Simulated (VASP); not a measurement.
# AlCu3 (Pm-3m) in VASP: further runs

AlCu3 is run at these levels: r2SCAN; tasks: single point.

Everything below comes from runs of VASP 6.6.1. Logs are shortened: lines on timing, memory, paths and dates and some standing lists are left out, and cuts for length are marked.

## (1) The cell of the first run

It takes space group Pm-3m (No. 221, cubic). Conventional cell: a = 3.713 Å, b = 3.713 Å, c = 3.713 Å, α = 90.00°, β = 90.00°, γ = 90.00°. Within 3.5 Å of Al (site symmetry m-3m) lie 12 Cu at 2.63 Å. Cu (site symmetry 4/mmm) has 4 Al at 2.63 Å and 8 Cu at 2.63 Å within 3.5 Å.

## (2) Single point, r2SCAN (12.80 Å³/atom)

Input file POSCAR:

```
AlCu3
1.0
    3.7132426331      0.0000000000      0.0000000000
    0.0000000000      3.7132426331      0.0000000000
    0.0000000000      0.0000000000      3.7132426331
Al Cu
1 3
Direct
    0.0000000000      0.0000000000      0.0000000000
    0.5000000000      0.5000000000      0.0000000000
    0.5000000000      0.0000000000      0.5000000000
    0.0000000000      0.5000000000      0.5000000000
```

Input file INCAR.step1:

```
SYSTEM = AlCu3
ALGO     = Normal         ! electronic algorithm
EDIFF    = 1E-4           ! SCF threshold, eV
ENCUT    = 520            ! plane-wave cutoff, eV
GGA      = PE             ! functional
ISMEAR   = 0              ! smearing method
LASPH    = .TRUE.         ! aspherical terms in the spheres
LCHARG   = .FALSE.        ! write CHGCAR
LREAL    = .FALSE.        ! projectors in reciprocal space
LWAVE    = .TRUE.         ! write WAVECAR
NBANDS   = 26             ! bands
NELM     = 100            ! most SCF steps
PREC     = Accurate       ! precision mode
SIGMA    = 0.1            ! smearing width, eV
```

Input file INCAR.step2:

```
SYSTEM = AlCu3
ALGO     = Normal         ! electronic algorithm
EDIFF    = 1E-7           ! SCF threshold, eV
ENCUT    = 520            ! plane-wave cutoff, eV
ISIF     = 2              ! what is computed and relaxed
ISMEAR   = 0              ! smearing method
ISTART   = 1            
LASPH    = .TRUE.         ! aspherical terms in the spheres
LCHARG   = .FALSE.        ! write CHGCAR
LMIXTAU  = .TRUE.       
LREAL    = .FALSE.        ! projectors in reciprocal space
LWAVE    = .FALSE.        ! write WAVECAR
METAGGA  = R2SCAN         ! meta-GGA
NBANDS   = 26             ! bands
NELM     = 100            ! most SCF steps
PREC     = Accurate       ! precision mode
SIGMA    = 0.1            ! smearing width, eV
```

Input file KPOINTS:

```
k-points
0
G
  12 12 12
  0 0 0
```

Potentials or basis: VASP PAW PBE potentials, release 64 (Al, Cu).

The run is started by

```console
cat potpaw_PBE.64/Al/POTCAR potpaw_PBE.64/Cu/POTCAR > POTCAR
cp INCAR.step1 INCAR
mpirun -np 1 vasp_std > vasp.out
cp INCAR.step2 INCAR
mpirun -np 1 vasp_std > vasp.out
```

OUTCAR:

```text
SYSTEM = AlCu3
   EDIFF = 1E-7
   ENCUT = 520
   ISIF = 2
   ISMEAR = 0
   ISTART = 1
   LASPH = .TRUE.
   LREAL = .FALSE.
   METAGGA = R2SCAN
   NELM = 100
   PREC = Accurate

 ion  position               nearest neighbor table
   1  0.000  0.000  0.000-   2 2.63   3 2.63   4 2.63   3 2.63   4 2.63   2 2.63   4 2.63   4 2.63
                             2 2.63   3 2.63   3 2.63   2 2.63
   2  0.500  0.500  0.000-   1 2.63   3 2.63   4 2.63   3 2.63   4 2.63   1 2.63   3 2.63   3 2.63
                             1 2.63   4 2.63   4 2.63   1 2.63
   3  0.500  0.000  0.500-   1 2.63   2 2.63   4 2.63   1 2.63   2 2.63   2 2.63   4 2.63   2 2.63
                             1 2.63   4 2.63   1 2.63   4 2.63
   4  0.000  0.500  0.500-   1 2.63   2 2.63   3 2.63   1 2.63   2 2.63   1 2.63   3 2.63   1 2.63
                             2 2.63   3 2.63   2 2.63   3 2.63

  LATTYP: Found a simple cubic cell.
 ALAT       =     3.7132426331

  Lattice vectors:

 A1 = (   3.7132426331,   0.0000000000,   0.0000000000)
 A2 = (   0.0000000000,   3.7132426331,   0.0000000000)
 A3 = (   0.0000000000,   0.0000000000,   3.7132426331)

Analysis of symmetry for initial positions (statically):
=====================================================================
 Subroutine PRICEL returns:
 Original cell was already a primitive cell.

 Routine SETGRP: Setting up the symmetry group for a
 simple cubic supercell.

 Subroutine GETGRP returns: Found 48 space group operations
 (whereof 48 operations were pure point group operations)
 out of a pool of 48 trial point group operations.

The static configuration has the point symmetry O_h .

Analysis of symmetry for dynamics (positions and initial velocities):
=====================================================================
 Subroutine PRICEL returns:
 Original cell was already a primitive cell.

 Routine SETGRP: Setting up the symmetry group for a
 simple cubic supercell.

 Subroutine GETGRP returns: Found 48 space group operations
 (whereof 48 operations were pure point group operations)
 out of a pool of 48 trial point group operations.

The dynamic configuration has the point symmetry O_h .

 Subroutine INISYM returns: Found 48 space group operations
 (whereof 48 operations are pure point group operations),
 and found     1 'primitive' translations
[... 89 lines left out ...]
 SYSTEM =  AlCu3
   PREC   = accura    normal or accurate (medium, high low for compatibility)
   ISTART =      1    job   : 0-new  1-cont  2-samecut
   ICHARG =      0    charge: 1-file 2-atom 10-const
   ISPIN  =      1    spin polarized calculation?
   LNONCOLLINEAR =      F non collinear calculations
   LSORBIT =      F    spin-orbit coupling
   LASPH  =      T    aspherical Exc in radial PAW
   ENCUT  =  520.0 eV  38.22 Ry    6.18 a.u.   6.90  6.90  6.90*2*pi/ulx,y,z
   NELM   =    100;   NELMIN=  2; NELMDL=  0     # of ELM steps
   EDIFF  = 0.1E-06   stopping-criterion for ELM
   LREAL  =      F    real-space projection
   EDIFFG = 0.1E-05   stopping-criterion for IOM
   NSW    =      0    number of steps for IOM
   IBRION =     -1    ionic relax: 0-MD 1-quasi-New 2-CG
   NFREE  =      0    steps in history (QN), initial steepest desc. (CG)
   ISIF   =      2    stress and relaxation
   ISYM   =      2    0-nonsym 1-usesym 2-fastsym
   POTIM  = 0.5000    time-step for ionic-motion
   TEBEG  =    0.0;   TEEND  =   0.0 temperature during run
   PSTRESS=    0.0 pullay stress
   NELECT =      36.0000    total number of electrons
   NUPDOWN=      -1.0000    fix difference up-down
   EMIN   =  10.00;   EMAX   =-10.00  energy-range for DOS
   EFERMI =   0.00;   METHOD = LEGACY
   ISMEAR =     0;   SIGMA  =   0.10  broadening in eV -4-tet -1-fermi 0-gaus
   EFERMI_NEDOS =   21; number of points for ismear=-14 and -15
   IALGO  =     38    algorithm
   IMIX   =      4    mixing-type and parameters
     AMIX     =   0.40;   BMIX     =  1.00
     AMIX_MAG =   1.60;   BMIX_MAG =  1.00
  volume/ion in A,a.u.               =      12.80        86.38
  Fermi-wavevector in a.u.,A,eV,Ry     =   1.455757  2.750983 28.833869  2.119230
  Thomas-Fermi vector in A             =   2.572755
   LORBIT       =      0    0 simple, 1 ext, 2 COOP (PROOUT), +10 PAW based schemes
   METAGGA = R2SCAN    functional components
   LHFCALC =     F    Hartree Fock is set to
   AEXX    =    0.0000 exact exchange contribution
   IVDW    =     0    specifies the selected vdW correction
   LEPSILON=     F    determine dielectric tensor
   LRPA    =     F    only Hartree local field effects (RPA)
 non-spin polarized calculation
 Gauss-broadening in eV      SIGMA  =   0.10
  energy-cutoff  :      520.00
  volume of cell :       51.20
 maximum number of plane-waves:      1409
 NGX is ok and might be reduce to    28
   NGX = 13   NGY = 13   NGZ = 13

 number of electron      36.0000097 magnetization

 Free energy of the ion-electron system (eV)
  ---------------------------------------------------
  ext. energy  EPLUGINS =         0.00000000
  ---------------------------------------------------
  free energy    TOTEN  =       -39.91396730 eV

  energy without entropy =      -39.90995442  energy(sigma->0) =      -39.91196086

 E-fermi :   7.7783     XC(G=0): -12.9907

 val. band max:        7.7681147146   @ k =   0.0833   0.0000   0.0000
 cond. band min:       7.8773313407   @ k =   0.1667   0.0833   0.0833
 fundamental gap:      0.1092166261
 Fermi energy:         7.7782888982

 k-point     1 :       0.0000    0.0000    0.0000
  band No.  band energies     occupation
      1      -2.8903      2.00000
      2       2.5909      2.00000
      3       3.1165      2.00000
      4       3.1165      2.00000
      5       3.3998      2.00000
      6       3.3998      2.00000
[... 685 lines left out ...]
     25      17.7640      0.00000
     26      18.6673      0.00000

 [... further k-points ...]
[... 5 lines left out ...]
  --------------------------------------------------------------------------------------
  -------------------------------------------------------------------------------------
  Total       -2.3326356     -2.3326356     -2.3326356     -0.0000000      0.0000000     -0.0000000
  in kB      -72.9957384    -72.9957384    -72.9957384     -0.0000000      0.0000000     -0.0000000
  external PRESSURE =     -72.9957384 kB  Pullay stress =       0.0000000 kB

 VOLUME and BASIS-vectors are now :
 -----------------------------------------------------------------------------
  energy-cutoff  :      520.00
  volume of cell :       51.20
      direct lattice vectors                 reciprocal lattice vectors
     3.713242633  0.000000000  0.000000000     0.269306398  0.000000000  0.000000000
     0.000000000  3.713242633  0.000000000     0.000000000  0.269306398  0.000000000
     0.000000000  0.000000000  3.713242633     0.000000000  0.000000000  0.269306398

 POSITION                                       TOTAL-FORCE (eV/Angst)
 -----------------------------------------------------------------------------------
      0.00000      0.00000      0.00000         0.000000      0.000000      0.000000
      1.85662      1.85662      0.00000         0.000000      0.000000      0.000000
      1.85662      0.00000      1.85662         0.000000      0.000000      0.000000
      0.00000      1.85662      1.85662         0.000000      0.000000      0.000000
 -----------------------------------------------------------------------------------
    total drift:                                0.000000      0.000000      0.000000

  FREE ENERGIE OF THE ION-ELECTRON SYSTEM (eV)
  ---------------------------------------------------
  free  energy   TOTEN  =       -39.9139673014 eV

  energy  without entropy=      -39.9099544225  energy(sigma->0) =      -39.91196086
```

OSZICAR.step1:

```text
N       E                     dE             d eps       ncg     rms          rms(c)
DAV:   1     0.251477135162E+03    0.25148E+03   -0.15614E+04  4464   0.214E+03
DAV:   2    -0.999355971674E+00   -0.25248E+03   -0.24175E+03  4368   0.351E+02
DAV:   3    -0.192226249908E+02   -0.18223E+02   -0.17400E+02  4950   0.133E+02
DAV:   4    -0.196406953138E+02   -0.41807E+00   -0.41663E+00  6462   0.231E+01
DAV:   5    -0.196477873625E+02   -0.70920E-02   -0.70911E-02  6766   0.236E+00    0.168E+01
DAV:   6    -0.189399331189E+02    0.70785E+00   -0.42272E+01  5088   0.158E+02    0.116E+01
DAV:   7    -0.156842367419E+02    0.32557E+01   -0.10737E+01  5290   0.749E+01    0.944E-01
DAV:   8    -0.156737416844E+02    0.10495E-01   -0.49099E-01  6364   0.112E+01    0.135E+00
DAV:   9    -0.156432454139E+02    0.30496E-01   -0.70179E-02  5338   0.600E+00    0.642E-02
DAV:  10    -0.156435282939E+02   -0.28288E-03   -0.27593E-03  5984   0.749E-01    0.864E-02
DAV:  11    -0.156434147585E+02    0.11354E-03   -0.42928E-04  4848   0.462E-01    0.191E-02
DAV:  12    -0.156434174649E+02   -0.27064E-05   -0.34707E-05  2650   0.102E-01
   1 F= -.15643417E+02 E0= -.15641242E+02  d E =-.435123E-02
```

Run time: 10 min. Hardware: 1 thread of Intel Xeon 8259CL, shared host; peak memory 0.23 GiB.

What came out:

- Free energy: -39.9140 eV
- Pressure: -7.3 GPa
- Band gap on the k mesh: zero (bands 18 and 19 overlap by 5.53 eV)

Caveat: the cell stands under tension; the PAW data sets were made with another functional, which shifts forces and pressure a little.

## (3) Single point, r2SCAN (12.44 Å³/atom)

This run uses another cell than the first one, of 12.44 Å³/atom.

Input file POSCAR:

```
AlCu3
1.0
    3.6778762638      0.0000000000      0.0000000000
    0.0000000000      3.6778762638      0.0000000000
    0.0000000000      0.0000000000      3.6778762638
Al Cu
1 3
Direct
    0.0000000000      0.0000000000      0.0000000000
    0.5000000000      0.5000000000      0.0000000000
    0.5000000000      0.0000000000      0.5000000000
    0.0000000000      0.5000000000      0.5000000000
```

Input file INCAR.step1:

```
SYSTEM = AlCu3
  ALGO = Normal
  EDIFF = 1E-4
  ENCUT = 520
  GGA = PE
  ISMEAR = 0
  LASPH = .TRUE.
  LCHARG = .FALSE.
  LREAL = .FALSE.
  LWAVE = .TRUE.
  NBANDS = 26
  NELM = 100
  PREC = Accurate
  SIGMA = 0.1
```

Input file INCAR.step2:

```
SYSTEM = AlCu3
  ALGO = Normal
  EDIFF = 1E-7
  ENCUT = 520
  ISIF = 2
  ISMEAR = 0
  ISTART = 1
  LASPH = .TRUE.
  LCHARG = .FALSE.
  LMIXTAU = .TRUE.
  LREAL = .FALSE.
  LWAVE = .FALSE.
  METAGGA = R2SCAN
  NBANDS = 26
  NELM = 100
  PREC = Accurate
  SIGMA = 0.1
```

KPOINTS is that of step 2.

Potentials or basis: VASP PAW PBE potentials, release 64 (Al, Cu).

The run is started by

```console
cat potpaw_PBE.64/Al/POTCAR potpaw_PBE.64/Cu/POTCAR > POTCAR
cp INCAR.step1 INCAR
mpirun -np 1 vasp_std > vasp.out
cp INCAR.step2 INCAR
mpirun -np 1 vasp_std > vasp.out
```

Run time: 2.6 min. Hardware: 1 thread of Intel Xeon 6975P-C (Granite Rapids), shared host; peak memory 0.23 GiB.

The run converged. Its results:

| Quantity | Value |
| --- | --- |
| Free energy | -39.9638 eV |
| Pressure | -3.8 GPa |
| Band gap on the k mesh | zero (bands 18 and 19 overlap by 5.66 eV) |

Levels at points of the mesh, in eV from the Fermi level:
| k point | band 15 | band 16 | band 17 | band 18 | band 19 | band 20 | band 21 | band 22 |
| --- | --- | --- | --- | --- | --- | --- | --- | --- |
| (0.00, 0.00, 0.00) | -2.08 | -2.08 | -0.24 | -0.24 | -0.24 | 4.48 | 4.48 | 5.31 |
| (0.50, 0.00, 0.00) | -2.90 | -2.53 | -2.08 | 3.88 | 3.88 | 4.08 | 4.08 | 4.88 |
| (0.50, 0.50, 0.00) | -2.87 | -2.75 | -2.35 | -1.25 | -1.25 | 6.50 | 6.66 | 6.66 |
| (0.50, 0.50, 0.50) | -2.94 | -2.26 | -2.26 | -2.26 | -1.33 | 1.39 | 1.84 | 1.84 |

Caveat: the cell stands under tension; the PAW data sets were made with another functional, which shifts forces and pressure a little.

[end of part 1 of 3]

The gap in the log of VASP goes by the Fermi energy; the results here count the filled bands.